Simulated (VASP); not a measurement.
# P (P6/mmm) in VASP: single point with PBEsol

Aim: the single point of P with PBEsol.

Program: VASP 6.6.1. These are calculated values, not measurements. Logs are shortened: lines on timing, memory, paths and dates and some standing lists are left out, and cuts for length are marked.

### Step 1. The cell of the first run

Symmetry: P6/mmm, No. 191, hexagonal system. Conventional cell: a = 4.341 Å, b = 4.341 Å, c = 11.072 Å, α = 90.00°, β = 90.00°, γ = 120.00°. Within 5.7 Å of P (site symmetry 6/mmm) lie 6 P at 4.34 Å.

### Step 2. Single point, PBEsol

The input, INCAR:

```
SYSTEM = P
PREC = Accurate
ENCUT = 520
EDIFF = 1E-6
ISMEAR = 1
SIGMA = 0.1
LREAL = .FALSE.
LASPH = .TRUE.
NELM = 80
ALGO = Normal
ISIF = 2
LWAVE = .FALSE.
LCHARG = .FALSE.
GGA = PS
NBANDS = 8
```

The input, KPOINTS:

```
Automatic mesh
0
G
  6 6 2
  0 0 0
```

The input, POSCAR:

```
P
1.0
    4.3405850000      0.0000000000      0.0000000000
   -2.1702920000      3.7590570000      0.0000000000
    0.0000000000      0.0000000000     11.0718330000
P
1
Direct
    0.0000000000      0.0000000000      0.0000000000
```

Potentials or basis: VASP PAW PBE potentials, release 64 (P).

On the command line:

```console
> cat potpaw_PBE.64/P/POTCAR > POTCAR
> mpirun -np 1 vasp_std > vasp.out
```

OUTCAR:

```text
SYSTEM = P
   PREC = Accurate
   ENCUT = 520
   EDIFF = 1E-6
   ISMEAR = 1
   LREAL = .FALSE.
   LASPH = .TRUE.
   NELM = 80
   ISIF = 2
   GGA = PS

 ion  position               nearest neighbor table
   1  0.000  0.000  0.000-

  LATTYP: Found a hexagonal cell.
 ALAT       =     4.3405850000
 C/A-ratio  =     2.5507697695

  Lattice vectors:

 A1 = (   4.3405850000,   0.0000000000,   0.0000000000)
 A2 = (  -2.1702920000,   3.7590570000,   0.0000000000)
 A3 = (   0.0000000000,   0.0000000000,  11.0718330000)

Analysis of symmetry for initial positions (statically):
=====================================================================
 Subroutine PRICEL returns:
 Original cell was already a primitive cell.

 Routine SETGRP: Setting up the symmetry group for a
 hexagonal supercell.

 Subroutine GETGRP returns: Found 24 space group operations
 (whereof 24 operations were pure point group operations)
 out of a pool of 24 trial point group operations.

The static configuration has the point symmetry D_6h.

Analysis of symmetry for dynamics (positions and initial velocities):
=====================================================================
 Subroutine PRICEL returns:
 Original cell was already a primitive cell.

 Routine SETGRP: Setting up the symmetry group for a
 hexagonal supercell.

 Subroutine GETGRP returns: Found 24 space group operations
 (whereof 24 operations were pure point group operations)
 out of a pool of 24 trial point group operations.

The dynamic configuration has the point symmetry D_6h.

 Subroutine INISYM returns: Found 24 space group operations
 (whereof 24 operations are pure point group operations),
 and found     1 'primitive' translations

----------------------------------------------------------------------------------------

                                     Primitive cell

  volume of cell :     180.6536

  direct lattice vectors                    reciprocal lattice vectors
     4.340585000  0.000000000  0.000000000     0.230383693  0.133012052  0.000000000
    -2.170292000  3.759057000  0.000000000     0.000000000  0.266024165  0.000000000
     0.000000000  0.000000000 11.071833000     0.000000000  0.000000000  0.090319281

  length of vectors
     4.340585000  4.340584856 11.071833000     0.266024156  0.266024165  0.090319281

  position of ions in fractional coordinates (direct lattice)
     0.000000000  0.000000000  0.000000000

  ion indices of the primitive-cell ions
   primitive index   ion index
                 1           1

----------------------------------------------------------------------------------------

 KPOINTS: Automatic mesh

Automatic generation of k-mesh.
 Grid dimensions read from file:
 generate k-points for:    6    6    2

 Generating k-lattice:

  Cartesian coordinates                     Fractional coordinates (reciprocal lattice)
     0.038397282  0.022168675  0.000000000     0.166666667 -0.000000000  0.000000000
     0.000000000  0.044337361  0.000000000     0.000000000  0.166666667  0.000000000
     0.000000000  0.000000000  0.045159641     0.000000000  0.000000000  0.500000000

  Length of vectors
     0.044337359  0.044337361  0.045159641

  Shift w.r.t. Gamma in fractional coordinates (k-lattice)
     0.000000000  0.000000000  0.000000000

 Subroutine IBZKPT returns following result:
 ===========================================

 Found     14 irreducible k-points:

 Following reciprocal coordinates:
            Coordinates               Weight
  0.000000  0.000000  0.000000      1.000000
  0.166667  0.000000  0.000000      6.000000
  0.333333  0.000000  0.000000      6.000000
  0.500000  0.000000  0.000000      3.000000
  0.166667  0.166667  0.000000      6.000000
  0.333333  0.166667  0.000000     12.000000
  0.333333  0.333333  0.000000      2.000000
  0.000000  0.000000  0.500000      1.000000
  0.166667  0.000000  0.500000      6.000000
  0.333333  0.000000  0.500000      6.000000
  0.500000  0.000000  0.500000      3.000000
  0.166667  0.166667  0.500000      6.000000
  0.333333  0.166667  0.500000     12.000000
  0.333333  0.333333  0.500000      2.000000
   k-points           NKPTS =     14   k-points in BZ     NKDIM =     14   number of bands    NBANDS=      8
   number of dos      NEDOS =    301   number of ions     NIONS =      1
   total plane-waves  NPLWV =  86016
   dimension x,y,z NGX =    32 NGY =   32 NGZ =   84
   dimension x,y,z NGXF=    64 NGYF=   64 NGZF=  168
   ions per type =               1
   NGX,Y,Z   is equivalent  to a cutoff of  12.26, 12.26, 12.61 a.u.
   NGXF,Y,Z  is equivalent  to a cutoff of  24.51, 24.51, 25.23 a.u.
 SYSTEM =  P
   PREC   = accura    normal or accurate (medium, high low for compatibility)
   ISTART =      0    job   : 0-new  1-cont  2-samecut
   ICHARG =      2    charge: 1-file 2-atom 10-const
   ISPIN  =      1    spin polarized calculation?
   LNONCOLLINEAR =      F non collinear calculations
   LSORBIT =      F    spin-orbit coupling
   LASPH  =      T    aspherical Exc in radial PAW
   ENCUT  =  520.0 eV  38.22 Ry    6.18 a.u.   8.07  8.07 20.59*2*pi/ulx,y,z
   NELM   =     80;   NELMIN=  2; NELMDL= -5     # of ELM steps
   EDIFF  = 0.1E-05   stopping-criterion for ELM
   LREAL  =      F    real-space projection
   EDIFFG = 0.1E-04   stopping-criterion for IOM
   NSW    =      0    number of steps for IOM
   IBRION =     -1    ionic relax: 0-MD 1-quasi-New 2-CG
   NFREE  =      0    steps in history (QN), initial steepest desc. (CG)
   ISIF   =      2    stress and relaxation
   ISYM   =      2    0-nonsym 1-usesym 2-fastsym
   POTIM  = 0.5000    time-step for ionic-motion
   TEBEG  =    0.0;   TEEND  =   0.0 temperature during run
   PSTRESS=    0.0 pullay stress
   NELECT =       5.0000    total number of electrons
   NUPDOWN=      -1.0000    fix difference up-down
   EMIN   =  10.00;   EMAX   =-10.00  energy-range for DOS
   EFERMI =   0.00;   METHOD = LEGACY
   ISMEAR =     1;   SIGMA  =   0.10  broadening in eV -4-tet -1-fermi 0-gaus
   EFERMI_NEDOS =   21; number of points for ismear=-14 and -15
   IALGO  =     38    algorithm
   IMIX   =      4    mixing-type and parameters
     AMIX     =   0.40;   BMIX     =  1.00
     AMIX_MAG =   1.60;   BMIX_MAG =  1.00
  volume/ion in A,a.u.               =     180.65      1219.11
  Fermi-wavevector in a.u.,A,eV,Ry     =   0.495202  0.935797  3.336492  0.245225
  Thomas-Fermi vector in A             =   1.500532
   LORBIT       =      0    0 simple, 1 ext, 2 COOP (PROOUT), +10 PAW based schemes
   GGA     = PS    functional components
   LHFCALC =     F    Hartree Fock is set to
   AEXX    =    0.0000 exact exchange contribution
   IVDW    =     0    specifies the selected vdW correction
   LEPSILON=     F    determine dielectric tensor
   LRPA    =     F    only Hartree local field effects (RPA)
 non-spin polarized calculation
 Methfessel and Paxton  Order N= 1 SIGMA  =   0.10
  energy-cutoff  :      520.00
  volume of cell :      180.65
 maximum number of plane-waves:      4894
   NGX = 17   NGY = 17   NGZ = 41

 number of electron       5.0000000 magnetization

 Free energy of the ion-electron system (eV)
  ---------------------------------------------------
  ext. energy  EPLUGINS =         0.00000000
  ---------------------------------------------------
  free energy    TOTEN  =        -0.99349701 eV

  energy without entropy =       -0.98560083  energy(sigma->0) =       -0.99086495

 E-fermi :  -4.5309     XC(G=0):  -2.6613

 val. band max:       -4.5832202592   @ k =   0.3333   0.0000   0.0000
 cond. band min:      -4.5028294100   @ k =   0.3333   0.1667   0.0000
 fundamental gap:      0.0803908492
 Fermi energy:        -4.5309296702

 k-point     1 :       0.0000    0.0000    0.0000
  band No.  band energies     occupation
      1     -13.3565      2.00000
      2      -4.8788      2.00001
      3      -3.8748     -0.00000
      4      -3.8748     -0.00000
      5       0.2115      0.00000
      6       1.6754      0.00000
      7       1.7021      0.00000
      8       3.4150      0.00000

 k-point     2 :       0.1667    0.0000    0.0000
  band No.  band energies     occupation
      1     -13.2897      2.00000
      2      -4.7854      2.00189
      3      -4.3708     -0.04597
      4      -3.9694     -0.00000
      5       0.6248      0.00000
      6       1.8438      0.00000
      7       2.1908      0.00000
      8       3.6899      0.00000

 k-point     3 :       0.3333    0.0000    0.0000
  band No.  band energies     occupation
      1     -13.1480      2.00000
      2      -5.1610      2.00000
      3      -4.5832      1.76484
      4      -4.1448     -0.00000
      5       1.5122      0.00000
      6       2.0769      0.00000
      7       2.5847      0.00000
      8       3.9345      0.00000

 k-point     4 :       0.5000    0.0000    0.0000
  band No.  band energies     occupation
      1     -13.0726      2.00000
      2      -5.5009      2.00000
      3      -4.4728      0.17674
      4      -4.2266     -0.00015
      5       1.9817      0.00000
      6       2.1025      0.00000
      7       3.2373      0.00000
      8       3.2727      0.00000

 k-point     5 :       0.1667    0.1667    0.0000
  band No.  band energies     occupation
      1     -13.1847      2.00000
      2      -4.9005      2.00000
      3      -4.6364      2.05985
      4      -4.2156     -0.00008
      5       1.2867      0.00000
      6       2.0523      0.00000
      7       3.0038      0.00000
      8       3.4885      0.00000
[... 67 lines left out ...]
 k-point    12 :       0.1667    0.1667    0.5000
  band No.  band energies     occupation
      1     -13.1847      2.00000
      2      -4.9005      2.00000
      3      -4.6366      2.06013
      4      -4.2156     -0.00008
      5       1.5805      0.00000
      6       1.6055      0.00000
      7       3.3697      0.00000
      8       3.4900      0.00000

 k-point    13 :       0.3333    0.1667    0.5000
  band No.  band energies     occupation
      1     -13.0734      2.00000
      2      -5.3223      2.00000
      3      -4.5028      0.54456
      4      -4.4750      0.19852
      5       2.1518      0.00000
      6       2.5108      0.00000
      7       3.2681      0.00000
      8       3.5074      0.00000

 k-point    14 :       0.3333    0.3333    0.5000
  band No.  band energies     occupation
      1     -13.0354      2.00000
      2      -5.0612      2.00000
      3      -5.0612      2.00000
      4      -4.4200     -0.06611
      5       2.8755      0.00000
      6       2.8755      0.00000
      7       3.6650      0.00000
      8       3.6650      0.00000

------------------------ aborting loop because EDIFF is reached ----------------------------------------

  FORCE on cell =-STRESS in cart. coord.  units (eV):
  Direction    XX          YY          ZZ          XY          YZ          ZX
  --------------------------------------------------------------------------------------
  -------------------------------------------------------------------------------------
  Total       -2.4913962     -2.4913963     -0.0029814     -0.0000003      0.0000000      0.0000000
  in kB      -22.0956444    -22.0956459     -0.0264410     -0.0000029      0.0000000      0.0000000
  external PRESSURE =     -14.7392438 kB  Pullay stress =       0.0000000 kB

 VOLUME and BASIS-vectors are now :
 -----------------------------------------------------------------------------
  energy-cutoff  :      520.00
  volume of cell :      180.65
      direct lattice vectors                 reciprocal lattice vectors
     4.340585000  0.000000000  0.000000000     0.230383693  0.133012052  0.000000000
    -2.170292000  3.759057000  0.000000000     0.000000000  0.266024165  0.000000000
     0.000000000  0.000000000 11.071833000     0.000000000  0.000000000  0.090319281

 POSITION                                       TOTAL-FORCE (eV/Angst)
 -----------------------------------------------------------------------------------
      0.00000      0.00000      0.00000         0.000000      0.000000      0.000000
 -----------------------------------------------------------------------------------
    total drift:                                0.000000     -0.000000     -0.000000

  FREE ENERGIE OF THE ION-ELECTRON SYSTEM (eV)
  ---------------------------------------------------
  free  energy   TOTEN  =        -0.9934970100 eV

  energy  without entropy=       -0.9856008303  energy(sigma->0) =       -0.99086495
```

It took 13 s on 1 thread of Intel Xeon Platinum 8559C (Emerald Rapids), shared host; peak memory 0.25 GiB.

Results:

```yaml
Free_energy: -0.9935 eV
Pressure: -1.5 GPa
```

Caveat: the PAW data sets were made with another functional, which shifts forces and pressure a little.
